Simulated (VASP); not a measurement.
A run of VASP 6.6.1 is set up as follows.

Contents of INCAR:

```
ALGO = Normal
EDIFF = 1E-6
ENCUT = 520
GGA = PE
ISIF = 2
ISMEAR = 0
LASPH = T
LCHARG = F
LREAL = F
LWAVE = F
NBANDS = 12
NELM = 80
PREC = Accurate
SIGMA = 0.1
```

KPOINTS

```
k-points
0
Gamma
  15 15 4
```

The input POSCAR:

```
Mg
1.0
    3.0377129478      0.0000000000      0.0000000000
   -1.5188564739      2.6307365822      0.0000000000
    0.0000000000      0.0000000000     10.1765649029
Mg
4
Direct
    0.0000000000      0.0000000000      0.0060340882
    0.3333333300      0.6666666700      0.2456240340
    0.0000000000      0.0000000000      0.5054280972
    0.6666666700      0.3333333300      0.7429137806
```

Potentials or basis: VASP PAW PBE potentials, release 64 (Mg).

Run with:

```bash
$ cat potpaw_PBE.64/Mg/POTCAR > POTCAR
$ mpirun -np 1 vasp_std > vasp.out
```

**Question.** Estimate the band gap on the k mesh.

**Answer.** Zero (bands 4 and 5 overlap by 2.55 eV).

**Question.** Estimate the pressure.

**Answer.** 5.9 GPa.

**Question.** Estimate the largest force.

**Answer.** 0.475 eV/Å.

Forces in eV/Å, atoms in the order of the input:
```
Mg   0.000  0.000 -0.423
Mg   0.000  0.000  0.378
Mg   0.000  0.000 -0.430
Mg   0.000  0.000  0.475
```

Caveat: the cell differs from its parent crystal (strained and its atoms moved); the cell stands under pressure.
